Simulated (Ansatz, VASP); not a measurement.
BN: VASP beside Ansatz

File INCAR:

```
ALGO = Normal
EDIFF = 1E-6
ENCUT = 520
GGA = PE
ISIF = 2
ISMEAR = 0
IVDW = 12
LASPH = T
LCHARG = F
LREAL = F
LWAVE = F
NBANDS = 16
NELM = 100
PREC = Accurate
SIGMA = 0.05
```

File KPOINTS:

```
k-points
0
Gamma
  12 12 4
```

POSCAR

```
BN
1.0
    2.5061233057      0.0000000000      0.0000000000
   -1.2530616528      2.1703664477      0.0000000000
    0.0000000000      0.0000000000      6.5973571420
B N
2 2
Direct
   -0.1105804046     -0.2211608093      0.4272435932
    0.3333333333      0.6666666667      0.0000000000
    0.0000000000      0.0000000000      0.0000000000
    0.6666666667      0.3333333333      0.5000000000
```

Input for Ansatz:

```yaml
crystal:
  lattice:
    - [2.5061233057, 0.0, 0.0]
    - [-1.2530616528, 2.1703664477, 0.0]
    - [0.0, 0.0, 6.597357142]
  atoms:
    - { symbol: B, position: [-0.1105804046, -0.2211608093, 0.4272435932] }
    - { symbol: B, position: [0.3333333333, 0.6666666667, 0.0] }
    - { symbol: "N", position: [0.0, 0.0, 0.0] }
    - { symbol: "N", position: [0.6666666667, 0.3333333333, 0.5] }
basis:
  ecutwfc: 420
kpoints:
  mp_grid: { grid: [12, 12, 4] }
hamiltonian:
  xc: pbe
  dispersion: d3bj
scf:
  occupations: { method: gaussian, width: 0.05 }
output:
  forces: true
  stress: true
  eigenvalues: true
```

Alike in both runs: task single point; functional PBE; dispersion D3(BJ); k mesh 12 × 12 × 4; occupations gaussian, width 0.05 eV; no spin polarisation.

|  | VASP | Ansatz |
| --- | --- | --- |
| version | VASP 6.6.1 | Ansatz 0.2.0 |
| potentials or method | VASP PAW PBE potentials, release 64 (B, N), cutoff 520 eV | scalar-relativistic, plane waves, PAW |
| valence electrons in the cell | 16 | 16 |

```tsv
	VASP	Ansatz	Ansatz less VASP
gap on the k mesh at the Fermi level (eV)	0.35	0.35	-0.001
least direct gap on the mesh (eV)	1.53	1.54	+0.006
rms of the force components (eV/Å)	12.632	12.377	-0.2555
```

Atom by atom the forces differ by 0.263 eV/Å (rms over components).
